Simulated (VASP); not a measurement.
# BN (P-6m2) in VASP: notebook

BN is run at these levels: PBE; tasks: relaxation of cell and atoms.

All numbers are computed with VASP 6.6.1; they aren't measurements. Logs are shortened: lines on timing, memory, paths and dates and some standing lists are left out, and cuts for length are marked.

## (1) The cell of the first run

Symmetry: P-6m2, No. 187, hexagonal system. Conventional cell: a = 2.512 Å, b = 2.512 Å, c = 8.352 Å, α = 90.00°, β = 90.00°, γ = 120.00°. Within 1.9 Å of B (site symmetry -6m2) lie 3 N at 1.45 Å. B (site symmetry -6m2) has 3 N at 1.45 Å within 1.9 Å. Within 1.9 Å of N (site symmetry -6m2) lie 3 B at 1.45 Å. Within 1.9 Å of N (site symmetry -6m2) lie 3 B at 1.45 Å.

## (2) Relaxation of cell and atoms, PBE

The input, INCAR:

```
  PREC = Accurate
  ENCUT = 600
  EDIFF = 1E-6
  ISMEAR = 0
  SIGMA = 0.02
  LREAL = F
  LASPH = T
  NELM = 80
  ALGO = Normal
  ISIF = 3
  LWAVE = F
  LCHARG = F
  GGA = PE
  IBRION = 2
  NSW = 100
  EDIFFG = -0.01
```

The input, KPOINTS:

```
regular mesh
0
Gamma
  12 12 4
```

The input, POSCAR:

```
BN
1.0
    2.5121490623      0.0000000000      0.0000000000
   -1.2560745311      2.1755849060      0.0000000000
    0.0000000000      0.0000000000      8.3518967055
B N
2 2
Direct
    0.0000000000      0.0000000000      0.5000000000
    0.3333333333      0.6666666667      0.0000000000
    0.3333333333      0.6666666667      0.5000000000
    0.6666666667      0.3333333333      0.0000000000
```

Potentials or basis: VASP PAW PBE potentials, release 64 (B, N).

The run is started by

```sh
> cat potpaw_PBE.64/B/POTCAR potpaw_PBE.64/N/POTCAR > POTCAR
> mpirun -np 1 vasp_std > vasp.out
```

OUTCAR:

```text
PREC = Accurate
   ENCUT = 600
   EDIFF = 1E-6
   ISMEAR = 0
   LREAL = F
   LASPH = T
   NELM = 80
   ISIF = 3
   GGA = PE
   IBRION = 2
   NSW = 100
   EDIFFG = -0.01

 ion  position               nearest neighbor table
   1  0.000  0.000  0.500-   3 1.45   3 1.45   3 1.45
   2  0.333  0.667  0.000-   4 1.45   4 1.45   4 1.45
   3  0.333  0.667  0.500-   1 1.45   1 1.45   1 1.45
   4  0.667  0.333  0.000-   2 1.45   2 1.45   2 1.45

  LATTYP: Found a hexagonal cell.
 ALAT       =     2.5121490623
 C/A-ratio  =     3.3246023617

  Lattice vectors:

 A1 = (   2.5121490623,   0.0000000000,   0.0000000000)
 A2 = (  -1.2560745311,   2.1755849060,   0.0000000000)
 A3 = (   0.0000000000,   0.0000000000,   8.3518967055)

Analysis of symmetry for initial positions (statically):
=====================================================================
 Subroutine PRICEL returns:
 Original cell was already a primitive cell.

 Routine SETGRP: Setting up the symmetry group for a
 hexagonal supercell.

 Subroutine GETGRP returns: Found 12 space group operations
 (whereof 12 operations were pure point group operations)
 out of a pool of 24 trial point group operations.

The static configuration has the point symmetry D_3h.

Analysis of symmetry for dynamics (positions and initial velocities):
=====================================================================
 Subroutine PRICEL returns:
 Original cell was already a primitive cell.

 Routine SETGRP: Setting up the symmetry group for a
 hexagonal supercell.

 Subroutine GETGRP returns: Found 12 space group operations
 (whereof 12 operations were pure point group operations)
 out of a pool of 24 trial point group operations.

The dynamic configuration has the point symmetry D_3h.

 Subroutine INISYM returns: Found 12 space group operations
 (whereof 12 operations are pure point group operations),
 and found     1 'primitive' translations

----------------------------------------------------------------------------------------

                                     Primitive cell

  volume of cell :      45.6464

  direct lattice vectors                    reciprocal lattice vectors
     2.512149062  0.000000000  0.000000000     0.398065551  0.229823253  0.000000000
    -1.256074531  2.175584906  0.000000000     0.000000000  0.459646506  0.000000000
     0.000000000  0.000000000  8.351896705     0.000000000  0.000000000  0.119733282

  length of vectors
     2.512149062  2.512149062  8.351896705     0.459646506  0.459646506  0.119733282

  position of ions in fractional coordinates (direct lattice)
     0.000000000  0.000000000  0.500000000
     0.333333333  0.666666667  0.000000000
     0.333333333  0.666666667  0.500000000
     0.666666667  0.333333333  0.000000000

  ion indices of the primitive-cell ions
   primitive index   ion index
                 1           1
                 2           2
                 3           3
                 4           4

----------------------------------------------------------------------------------------

 KPOINTS: regular mesh

Automatic generation of k-mesh.
 Grid dimensions read from file:
 generate k-points for:   12   12    4

 Generating k-lattice:

  Cartesian coordinates                     Fractional coordinates (reciprocal lattice)
     0.033172129  0.019151938  0.000000000     0.083333333  0.000000000  0.000000000
     0.000000000  0.038303875  0.000000000     0.000000000  0.083333333  0.000000000
     0.000000000  0.000000000  0.029933320     0.000000000  0.000000000  0.250000000

  Length of vectors
     0.038303875  0.038303875  0.029933320

  Shift w.r.t. Gamma in fractional coordinates (k-lattice)
     0.000000000  0.000000000  0.000000000

 Subroutine IBZKPT returns following result:
 ===========================================

 Found     57 irreducible k-points:

 Following reciprocal coordinates:
            Coordinates               Weight
  0.000000  0.000000  0.000000      1.000000
  0.083333 -0.000000  0.000000      6.000000
  0.166667 -0.000000  0.000000      6.000000
  0.250000 -0.000000  0.000000      6.000000
  0.333333 -0.000000  0.000000      6.000000
  0.416667  0.000000  0.000000      6.000000
[... 16 lines left out ...]
  0.250000 -0.000000  0.250000     12.000000
  0.333333 -0.000000  0.250000     12.000000
 [... further k-points ...]
   k-points           NKPTS =     57   k-points in BZ     NKDIM =     57   number of bands    NBANDS=     12
   number of dos      NEDOS =    301   number of ions     NIONS =      4
   total plane-waves  NPLWV =  28000
   dimension x,y,z NGX =    20 NGY =   20 NGZ =   70
   dimension x,y,z NGXF=    40 NGYF=   40 NGZF=  140
   ions per type =               2   2
   NGX,Y,Z   is equivalent  to a cutoff of  13.24, 13.24, 13.93 a.u.
   NGXF,Y,Z  is equivalent  to a cutoff of  26.47, 26.47, 27.87 a.u.
 SYSTEM =  unknown system
   PREC   = accura    normal or accurate (medium, high low for compatibility)
   ISTART =      0    job   : 0-new  1-cont  2-samecut
   ICHARG =      2    charge: 1-file 2-atom 10-const
   ISPIN  =      1    spin polarized calculation?
   LNONCOLLINEAR =      F non collinear calculations
   LSORBIT =      F    spin-orbit coupling
   LASPH  =      T    aspherical Exc in radial PAW
   ENCUT  =  600.0 eV  44.10 Ry    6.64 a.u.   5.02  5.02 16.68*2*pi/ulx,y,z
   NELM   =     80;   NELMIN=  2; NELMDL= -5     # of ELM steps
   EDIFF  = 0.1E-05   stopping-criterion for ELM
   LREAL  =      F    real-space projection
   EDIFFG = -.1E-01   stopping-criterion for IOM
   NSW    =    100    number of steps for IOM
   IBRION =      2    ionic relax: 0-MD 1-quasi-New 2-CG
   NFREE  =      1    steps in history (QN), initial steepest desc. (CG)
   ISIF   =      3    stress and relaxation
   ISYM   =      2    0-nonsym 1-usesym 2-fastsym
   POTIM  = 0.5000    time-step for ionic-motion
   TEBEG  =    0.0;   TEEND  =   0.0 temperature during run
   PSTRESS=    0.0 pullay stress
   NELECT =      16.0000    total number of electrons
   NUPDOWN=      -1.0000    fix difference up-down
   EMIN   =  10.00;   EMAX   =-10.00  energy-range for DOS
   EFERMI =   0.00;   METHOD = LEGACY
   ISMEAR =     0;   SIGMA  =   0.02  broadening in eV -4-tet -1-fermi 0-gaus
   EFERMI_NEDOS =   21; number of points for ismear=-14 and -15
   IALGO  =     38    algorithm
   IMIX   =      4    mixing-type and parameters
     AMIX     =   0.40;   BMIX     =  1.00
     AMIX_MAG =   1.60;   BMIX_MAG =  1.00
  volume/ion in A,a.u.               =      11.41        77.01
  Fermi-wavevector in a.u.,A,eV,Ry     =   1.154284  2.181280 18.128012  1.332371
  Thomas-Fermi vector in A             =   2.290922
   LORBIT       =      0    0 simple, 1 ext, 2 COOP (PROOUT), +10 PAW based schemes
   GGA     = PE    functional components
   LHFCALC =     F    Hartree Fock is set to
   AEXX    =    0.0000 exact exchange contribution
   IVDW    =     0    specifies the selected vdW correction
   LEPSILON=     F    determine dielectric tensor
   LRPA    =     F    only Hartree local field effects (RPA)
 conjugate gradient relaxation of ions
 non-spin polarized calculation
 Gauss-broadening in eV      SIGMA  =   0.02
  energy-cutoff  :      600.00
  volume of cell :       45.65
 maximum number of plane-waves:      1554
 NGX is ok and might be reduce to    20
   NGX =  9   NGY =  9   NGZ = 33

--------------------------------------- Ionic step        1  -------------------------------------------

 number of electron      15.9999999 magnetization

 Free energy of the ion-electron system (eV)
  ---------------------------------------------------
  ext. energy  EPLUGINS =         0.00000000
  ---------------------------------------------------
  free energy    TOTEN  =       -35.21341236 eV

  energy without entropy =      -35.21341236  energy(sigma->0) =      -35.21341236

------------------------ aborting loop because EDIFF is reached ----------------------------------------

  FORCE on cell =-STRESS in cart. coord.  units (eV):
  Direction    XX          YY          ZZ          XY          YZ          ZX
  --------------------------------------------------------------------------------------
  -------------------------------------------------------------------------------------
  Total       -0.0114363     -0.0114363     -0.0436824     -0.0000000     -0.0000000      0.0000000
  in kB       -0.4014128     -0.4014128     -1.5332429     -0.0000000     -0.0000000      0.0000000
  external PRESSURE =      -0.7786895 kB  Pullay stress =       0.0000000 kB
[... 95 lines left out ...]
  FREE ENERGIE OF THE ION-ELECTRON SYSTEM (eV)
  ---------------------------------------------------
  free  energy   TOTEN  =       -35.2134539511 eV

  energy  without entropy=      -35.2134539511  energy(sigma->0) =      -35.21345395

[... ionic steps 4 to 13 ...]

--------------------------------------- Ionic step       14  -------------------------------------------

 number of electron      15.9999998 magnetization

------------------------ aborting loop because EDIFF is reached ----------------------------------------

  FORCE on cell =-STRESS in cart. coord.  units (eV):
  Direction    XX          YY          ZZ          XY          YZ          ZX
  --------------------------------------------------------------------------------------
  -------------------------------------------------------------------------------------
  Total        0.1455571      0.1455571      0.0035390      0.0000000      0.0000000      0.0000000
  in kB        5.4343742      5.4343742      0.1321301      0.0000000      0.0000000      0.0000000
  external PRESSURE =       3.6669595 kB  Pullay stress =       0.0000000 kB
[... 61 lines left out ...]
  energy  without entropy=      -35.2135062299  energy(sigma->0) =      -35.21350623

--------------------------------------- Ionic step       16  -------------------------------------------

 number of electron      15.9999998 magnetization

 Free energy of the ion-electron system (eV)
  ---------------------------------------------------
  ext. energy  EPLUGINS =         0.00000000
  ---------------------------------------------------
  free energy    TOTEN  =       -35.21515716 eV

  energy without entropy =      -35.21515716  energy(sigma->0) =      -35.21515716

 E-fermi :   1.1017     XC(G=0):  -8.9642

 val. band max:        1.0145545488   @ k =   0.3333   0.3333   0.5000
 cond. band min:       5.5413172314   @ k =   0.0000   0.0000   0.0000
 fundamental gap:      4.5267626826
 Fermi energy:         1.1017104830

 k-point     1 :       0.0000    0.0000    0.0000
  band No.  band energies     occupation
      1     -16.6445      2.00000
      2     -16.5695      2.00000
      3      -4.6125      2.00000
      4      -3.7423      2.00000
      5      -0.3529      2.00000
      6      -0.3529      2.00000
      7      -0.3317      2.00000
      8      -0.3317      2.00000
      9       5.5413      0.00000
     10       9.3744      0.00000
     11      11.7646      0.00000
     12      12.5075      0.00000
[... 331 lines left out ...]
 k-point    24 :       0.3333   -0.0000    0.2500
  band No.  band energies     occupation
      1     -14.6995      2.00000
      2     -14.6592      2.00000
      3      -5.8629      2.00000
      4      -5.8354      2.00000
      5      -2.5761      2.00000
      6      -2.5542      2.00000
      7      -1.7961      2.00000
      8      -1.3289      2.00000
      9       7.8728      0.00000
     10       8.1249      0.00000
     11       9.3338      0.00000
     12      10.9744      0.00000

 [... further k-points ...]
[... 5 lines left out ...]
  --------------------------------------------------------------------------------------
  -------------------------------------------------------------------------------------
  Total        0.0059523      0.0059523      0.0037987      0.0000000      0.0000000      0.0000000
  in kB        0.2223231      0.2223231      0.1418832      0.0000000      0.0000000      0.0000000
  external PRESSURE =       0.1955098 kB  Pullay stress =       0.0000000 kB
[... 19 lines left out ...]
  FREE ENERGIE OF THE ION-ELECTRON SYSTEM (eV)
  ---------------------------------------------------
  free  energy   TOTEN  =       -35.2151571640 eV

  energy  without entropy=      -35.2151571640  energy(sigma->0) =      -35.21515716

 reached required accuracy - stopping structural energy minimisation
```

Wall time 4 min (1 thread of AMD EPYC 9R45 (Zen 5), shared host); peak memory 0.15 GiB.

Results:

```
Free energy                            : -35.2152 eV
Relaxed volume                         : 10.72 Å³/atom
Relaxed cell                           : a = 2.512 Å, b = 2.512 Å, c = 7.850 Å, α = 90.00°, β = 90.00°, γ = 120.00°
Space group after relaxing (to 0.05 Å) : P-6m2 (No. 187)
Energy gained by relaxing              : 0.4 meV/atom
Ionic steps                            : 16
Pressure after relaxing                : 0.0 GPa
Band gap on the k mesh                 : 4.53 eV, indirect (least direct gap 4.62 eV)
```

Step by step:
| step | energy change (eV) | largest force (eV/Å) | pressure (GPa) | volume (Å³) |
| --- | --- | --- | --- | --- |
| 1 | 0.0000 | 0.0000 | -0.08 | 45.65 |
| 2 | 0.0000 | 0.0000 | 0.00 | 45.61 |
| 3 | 0.0000 | 0.0000 | 0.21 | 45.51 |
| 4 | 0.0000 | 0.0000 | 0.16 | 45.54 |
| 5 | 0.0000 | 0.0000 | 0.15 | 45.54 |
| 6 | -0.0001 | 0.0000 | 0.14 | 45.52 |
| 7 | -0.0001 | 0.0000 | 0.15 | 45.50 |
| 8 | -0.0001 | 0.0000 | 0.16 | 45.44 |
| 9 | -0.0002 | 0.0000 | 0.17 | 45.34 |
| 10 | -0.0004 | 0.0000 | 0.18 | 45.12 |
| 11 | -0.0008 | 0.0000 | 0.20 | 44.70 |
| 12 | -0.0014 | 0.0000 | 0.26 | 43.85 |
| 13 | -0.0014 | 0.0000 | 0.43 | 42.14 |
| 14 | -0.0017 | 0.0000 | 0.37 | 42.91 |
| 15 | -0.0001 | 0.0000 | -1.54 | 42.81 |
| 16 | -0.0017 | 0.0000 | 0.02 | 42.90 |

Final structure:
```
B N
1.0
     2.51195    0.00000    0.00000
    -1.25597    2.17541    0.00000
     0.00000    0.00000    7.84983
B N
2 2
Direct
  0.00000 0.00000 0.50000
  0.33333 0.66667 0.00000
  0.33333 0.66667 0.50000
  0.66667 0.33333 0.00000
```

Caveat: this functional lacks dispersion, which binds the layers, so the pressure and a relaxed spacing across them are unreliable.

## (3) Relaxation of cell and atoms, PBE

The input, INCAR:

```
PREC = Accurate
ENCUT = 600
EDIFF = 1E-7
ISMEAR = 0
SIGMA = 0.01
LREAL = F
LASPH = T
NELM = 80
ALGO = Normal
ISIF = 3
LWAVE = F
LCHARG = F
GGA = PE
IBRION = 2
NSW = 80
EDIFFG = -0.001
```

KPOINTS is that of step 2.

POSCAR is that of step 2.

Potentials or basis: VASP PAW PBE potentials, release 64 (B, N).

The run is started by

```sh
> cat potpaw_PBE.64/B/POTCAR potpaw_PBE.64/N/POTCAR > POTCAR
> mpirun -np 1 vasp_std > vasp.out
```

It took 4.9 min on 1 thread of AMD EPYC 9R45 (Zen 5), shared host; peak memory 0.15 GiB.

It converged, with:

```
Free energy                            : -35.2152 eV
Relaxed volume                         : 10.74 Å³/atom
Relaxed cell                           : a = 2.512 Å, b = 2.512 Å, c = 7.863 Å, α = 90.00°, β = 90.00°, γ = 120.00°
Space group after relaxing (to 0.05 Å) : P-6m2 (No. 187)
Energy gained by relaxing              : 0.4 meV/atom
Ionic steps                            : 18
Pressure after relaxing                : 0.0 GPa
Band gap on the k mesh                 : 4.52 eV, indirect (least direct gap 4.62 eV)
```

Step by step:
| step | energy change (eV) | largest force (eV/Å) | pressure (GPa) | volume (Å³) |
| --- | --- | --- | --- | --- |
| 1 | 0.0000 | 0.0000 | -0.08 | 45.65 |
| 2 | 0.0000 | 0.0000 | -0.01 | 45.61 |
| 3 | 0.0000 | 0.0000 | 0.08 | 45.56 |
| 4 | -0.0001 | 0.0000 | 0.26 | 45.47 |
| 5 | -0.0001 | 0.0000 | 0.18 | 45.51 |
| 6 | -0.0001 | 0.0000 | 0.18 | 45.51 |
| 7 | -0.0001 | 0.0000 | 0.18 | 45.49 |
| 8 | -0.0001 | 0.0000 | 0.18 | 45.47 |
| 9 | -0.0002 | 0.0000 | 0.18 | 45.42 |
| 10 | -0.0003 | 0.0000 | 0.17 | 45.32 |
| 11 | -0.0005 | 0.0000 | 0.16 | 45.11 |
| 12 | -0.0008 | 0.0000 | 0.14 | 44.71 |
| 13 | -0.0014 | 0.0000 | 0.11 | 43.90 |
| 14 | -0.0016 | 0.0000 | 0.06 | 42.28 |
| 15 | -0.0017 | 0.0000 | 0.08 | 42.99 |
| 16 | -0.0017 | 0.0000 | 0.08 | 42.94 |
| 17 | -0.0016 | 0.0000 | -0.38 | 43.10 |
| 18 | -0.0017 | 0.0000 | 0.00 | 42.97 |

Final structure:
```
B N
1.0
     2.51197    0.00000    0.00000
    -1.25599    2.17543    0.00000
     0.00000    0.00000    7.86267
B N
2 2
Cartesian
  1.2560 2.1754 3.9313
  0.0000 1.4503 0.0000
  0.0000 1.4503 3.9313
  1.2560 0.7251 7.8627
```

Levels at points of the mesh, in eV from the valence-band top:
| k point | band 6 | band 7 | band 8 | band 9 | band 10 | band 11 |
| --- | --- | --- | --- | --- | --- | --- |
| (0.00, 0.00, 0.00) | -1.37 | -1.35 | -1.35 | 4.52 | 8.34 | 10.73 |
| (0.50, 0.00, 0.00) | -4.12 | -1.03 | -0.81 | 4.54 | 5.07 | 9.52 |
| (0.00, 0.00, 0.50) | -1.37 | -1.35 | -1.35 | 6.04 | 6.05 | 11.50 |
| (0.50, 0.00, 0.50) | -4.12 | -0.92 | -0.90 | 4.74 | 4.75 | 9.70 |

Caveat: this functional lacks dispersion, which binds the layers, so the pressure and a relaxed spacing across them are unreliable. A k mesh can miss the band edges.
